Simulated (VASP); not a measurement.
Here is a VASP 6.6.1 calculation.

INCAR

```
SYSTEM = Ti12HO24
PREC     = Accurate       ! precision mode
ENCUT    = 520            ! plane-wave cutoff, eV
EDIFF    = 1E-6           ! SCF threshold, eV
ISMEAR   = 0              ! smearing method
SIGMA    = 0.02           ! smearing width, eV
LREAL    = Auto         
LASPH    = .TRUE.         ! aspherical terms in the spheres
NELM     = 80             ! most SCF steps
ALGO     = Normal         ! electronic algorithm
ISIF     = 2              ! what is computed and relaxed
LWAVE    = .FALSE.        ! write WAVECAR
LCHARG   = .FALSE.        ! write CHGCAR
GGA      = PS             ! functional
NELECT   = 288.0        
NBANDS   = 168            ! bands
```

File KPOINTS:

```
Automatic mesh
0
Gamma
  2 2 2
  0.5 0.5 0.5
```

POSCAR

```
Ti12HO24
1.0
   -4.5912433041     -4.5912433041      0.0000000000
   -4.5912433041      4.5912433041      0.0000000000
    0.0000000000      0.0000000000     -8.8170405773
Ti O H
12 24 1
Direct
   -0.0021916443      0.4897166432      0.6675037337
    0.0076225782      0.5111534396      0.3356051069
   -0.0021852174      0.4899475947      1.0037216269
    0.4894163639      0.0031044661      0.6595866448
    0.5016238075     -0.0112537247      0.3355575869
    0.4894986099      0.0028524538      1.0115274865
    0.5041557688      0.4935184085      0.5020081949
    0.5041336392      0.4932835808      0.1690498094
    0.4897323837      0.5156114571      0.8355345057
   -0.0073647015      0.0070553735      0.5018147486
   -0.0073026343      0.0072832048      0.1692536082
    0.0216496715     -0.0237131674      0.8355435170
    0.8047727890      0.4972942848      0.5023640048
    0.8047844615      0.4973259638      0.1687897409
    0.8014569432      0.4801550964      0.8355897468
    0.3041758276      0.0004078942      0.5006150983
    0.3042000992      0.0003933681      0.1705391829
    0.3115933170     -0.0055244382      0.8355676551
    0.0094525090      0.1929112114      0.6693013162
    0.0006144847      0.1958965170      0.3355963840
    0.0094425312      0.1929420451      1.0018731982
    0.5078350386      0.7035168786      0.6702117191
    0.5024197950      0.6978406241      0.3355787903
    0.5078293407      0.7034766418      1.0009524059
   -0.0019913484      0.8068756824      0.3355884391
   -0.0061276464      0.8027052161      0.0023405869
   -0.0061843012      0.8026819588      0.6688331343
    0.4994373147      0.3068041823      0.3355947404
    0.4936566515      0.3074624886      0.0015886681
    0.4936021796      0.3074694785      0.6695639181
    0.1964573366      0.5037327340      0.5026468905
    0.1964546123      0.5037320287      0.1685206789
    0.1944855512      0.5085441060      0.8355742273
    0.6940878863      0.0058803049      0.5025068931
    0.6941190792      0.0058761561      0.1686565939
    0.7066802773      0.0407099444      0.8355896929
    0.7272877415      0.1935422846      0.8356786026
```

Potentials or basis: VASP PAW PBE potentials, release 64 (Ti_sv, O, H).

Command:

```sh
$ cat potpaw_PBE.64/Ti_sv/POTCAR potpaw_PBE.64/O/POTCAR potpaw_PBE.64/H/POTCAR > POTCAR
$ mpirun -np 1 vasp_std > vasp.out
```

(1) Estimate the largest force.

Results:

(1) 0.103 eV/Å.

Caveat: the cell carries a net charge on a neutralising background, which shifts energy and pressure; the PAW data sets were made with another functional, which shifts forces and pressure a little.
